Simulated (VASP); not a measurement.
TePb, 2 atoms in the cell. The structure is cubic, space group Fm-3m (No. 225). Conventional cell: a = 6.462 Å, b = 6.462 Å, c = 6.462 Å, α = 90.00°, β = 90.00°, γ = 90.00°. Within 4.3 Å of Pb (site symmetry m-3m) lie 6 Te at 3.23 Å. Te (site symmetry m-3m) has 6 Pb at 3.23 Å within 4.3 Å. 

```yaml
Program: VASP 6.6.1
Task: single point
Functional: BLYP
Potentials_or_basis: VASP PAW PBE potentials, release 64 (Pb_d, Te)
Cutoff: 520 eV
k_mesh: 7 × 7 × 7
Occupations: fermi-dirac, width 0.05 eV
Spin: no spin polarisation
Dipole_correction: no
Further_INCAR_settings: ALGO = Normal; EDIFF = 1e-06; NBANDS = 17
```

Potentials or basis: VASP PAW PBE potentials, release 64 (Pb_d, Te).

The run is started by

```sh
$ cat potpaw_PBE.64/Pb_d/POTCAR potpaw_PBE.64/Te/POTCAR > POTCAR
$ mpirun -np 1 vasp_std > vasp.out
```

Hardware: 1 thread of AMD EPYC 7R13 (shared host).

How long does it take, and how much memory?

Run time: 76 s on 1 thread of AMD EPYC 7R13 (shared host), peak memory 0.18 GiB. Counts: scf iterations 12, k points 20.
